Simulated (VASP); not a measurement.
Si2W, 3 atoms in the cell. Symmetry: I4/mmm, No. 139, tetragonal system. The conventional cell has a = 3.212 Å, b = 3.212 Å, c = 7.801 Å, α = 90.00°, β = 90.00°, γ = 90.00°. Si (site symmetry 4mm) has 5 W at 2.60 to 2.62 Å and 9 Si at 2.61 to 3.21 Å within 3.4 Å. W (site symmetry 4/mmm) has 10 Si at 2.60 to 2.62 Å and 4 W at 3.21 Å within 3.4 Å.  This cell differs from its parent crystal: zz strain of -1 %.

| Item | Value |
| --- | --- |
| Program | VASP 6.6.1 |
| Task | single point |
| Functional | LDA |
| Potentials or basis | VASP PAW LDA potentials, release 64 (Si, W_sv) |
| Cutoff | 520 eV |
| k mesh | 11 × 11 × 14 |
| Occupations | fermi-dirac, width 0.05 eV |
| Spin | no spin polarisation |
| Dipole correction | no |
| Further INCAR settings | ALGO = Normal; EDIFF = 1e-06; NBANDS = 18; ISYM = 0 |

Potentials or basis: VASP PAW LDA potentials, release 64 (Si, W_sv).

Launch:

```bash
$ cat potpaw_LDA.64/Si/POTCAR potpaw_LDA.64/W_sv/POTCAR > POTCAR
$ mpirun -np 1 vasp_std > vasp.out
```

Hardware: 1 thread of Intel(R) Xeon(R) 6975P-C (Granite Rapids), with other jobs on the host.

Q: How long does it take, and how much memory?

A: Wall time 4.3 min on 1 thread of Intel(R) Xeon(R) 6975P-C (Granite Rapids), on a shared host, peak memory 0.63 GiB. Counts: scf iterations 12, k points 848.
